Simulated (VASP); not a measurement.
## AlNi3: relaxation of cell and atoms with RPBE+D4

The system is AlNi3.

```
Ni Al
1.0
     3.52305    0.00000    0.00000
     0.00000    3.52305    0.00000
     0.00000    0.00000    3.52305
Ni Al
3 1
Direct
  0.50000 0.50000 0.00000
  0.50000 0.00000 0.50000
  0.00000 0.50000 0.50000
  0.00000 0.00000 0.00000
```

```yaml
Program: VASP 6.6.1
Task: relaxation of cell and atoms
Functional: RPBE
Dispersion: D4
Potentials_or_basis: VASP PAW PBE potentials, release 64 (Ni, Al)
Cutoff: 600 eV
k_mesh: 6 × 6 × 6
Occupations: fermi-dirac, width 0.05 eV
Spin: collinear spin, ferromagnetic start
Starting_moments: "[1.0, 1.0, 1.0, 0.0] μB"
Dipole_correction: no
Further_INCAR_settings: ALGO = Normal; EDIFF = 1e-07; IBRION = 2; EDIFFG = -0.02; NSW = 80; ISIF = 3
```

```yaml
Relaxed_volume: 10.90 Å³/atom
Relaxed_cell: a = 3.519 Å, b = 3.519 Å, c = 3.519 Å, α = 90.00°, β = 90.00°, γ = 90.00°
Space_group_after_relaxing_to_0.1_Å: Pm-3m (No. 221)
Energy_gained_by_relaxing: 0.1 meV/atom
Ionic_steps: 3
Pressure_after_relaxing: 0.1 GPa
Net_moment: 0.70 μB per cell
Site_moments: Ni +0.25; Al -0.01 μB
Valence_electrons_inside_the_program's_atomic_spheres: Ni 9.45; Al 0.83
Dispersion_energy_per_atom: -0.918 eV
```

Step by step:
| step | energy change (eV) | largest force (eV/Å) | pressure (GPa) | volume (Å³) |
| --- | --- | --- | --- | --- |
| 1 | 0.0000 | 0.0000 | -0.55 | 43.73 |
| 2 | -0.0001 | 0.0000 | 0.49 | 43.49 |
| 3 | -0.0002 | 0.0000 | 0.07 | 43.58 |

Final structure:
```
Ni Al
1.0
     3.51915    0.00000    0.00000
     0.00000    3.51915    0.00000
     0.00000    0.00000    3.51915
Ni Al
3 1
Cartesian
  1.7596 1.7596 0.0000
  1.7596 0.0000 1.7596
  0.0000 1.7596 1.7596
  0.0000 0.0000 0.0000
```

Levels at points of the mesh, in eV from the Fermi level:
Spin up:
```csv
k point,band 13,band 14,band 15,band 16,band 17,band 18,band 19,band 20,band 21,band 22
"(0.00, 0.00, 0.00)",-0.27,-0.08,-0.08,-0.08,0.89,0.89,0.89,6.73,6.73,7.65
"(0.50, 0.00, 0.00)",-1.27,-1.22,-1.08,-0.53,-0.08,5.68,5.68,5.70,5.70,6.53
"(0.50, 0.50, 0.00)",-1.36,-1.24,-1.02,-1.00,-0.60,0.88,0.88,8.32,8.32,8.41
"(0.50, 0.50, 0.50)",-1.35,-1.11,-1.11,-0.26,-0.26,-0.26,-0.22,3.62,4.19,4.19
```
Spin down:
```
           k point  band 14  band 15  band 16  band 17  band 18  band 19
(0.00, 0.00, 0.00)     0.37     0.37     0.37     0.85     0.85     0.85
(0.50, 0.00, 0.00)    -0.96    -0.85    -0.34     0.37     5.73     5.73
(0.50, 0.50, 0.00)    -1.13    -0.81    -0.60    -0.47     1.17     1.17
(0.50, 0.50, 0.50)    -0.92    -0.92    -0.25     0.12     0.12     0.12
```

Run time: 100 s on 1 thread of Intel(R) Xeon(R) Platinum 8488C (Sapphire Rapids), with other jobs on the host, peak memory 0.2 GiB.

Caveat: the PAW data sets were made with another functional, which shifts forces and pressure a little.
